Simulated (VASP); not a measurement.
TaN (WC type), 2 atoms in the cell. It takes space group P-6m2 (No. 187, hexagonal). The conventional cell has a = 2.592 Å, b = 2.592 Å, c = 2.608 Å, α = 90.00°, β = 90.00°, γ = 120.00°. Within 2.6 Å of Ta (site symmetry -6m2) lie 6 N at 1.98 Å and 6 Ta at 2.59 Å. N (site symmetry -6m2) has 6 Ta at 1.98 Å and 6 N at 2.59 Å within 2.6 Å. 

- Program: VASP 6.6.1
- Task: single point
- Functional: PBE
- Potentials or basis: VASP PAW PBE potentials, release 64 (Ta_pv, N)
- Cutoff: 520 eV
- k mesh: 17 × 17 × 15
- Occupations: fermi-dirac, width 0.1 eV
- Spin: no spin polarisation
- Dipole correction: no
- Further INCAR settings: ALGO = Normal; EDIFF = 1e-06; NBANDS = 15

Potentials or basis: VASP PAW PBE potentials, release 64 (Ta_pv, N).

Launch:

```bash
$ cat potpaw_PBE.64/Ta_pv/POTCAR potpaw_PBE.64/N/POTCAR > POTCAR
$ mpirun -np 1 vasp_std > vasp.out
```

Hardware: 1 thread of Intel(R) Xeon(R) Platinum 8488C (Sapphire Rapids) (shared host).

Question: How long does it take, and how much memory?

Answer: It took 55 s on 1 thread of Intel(R) Xeon(R) Platinum 8488C (Sapphire Rapids), with other jobs on the host, peak memory 0.18 GiB. Counts: scf iterations 13, k points 264.
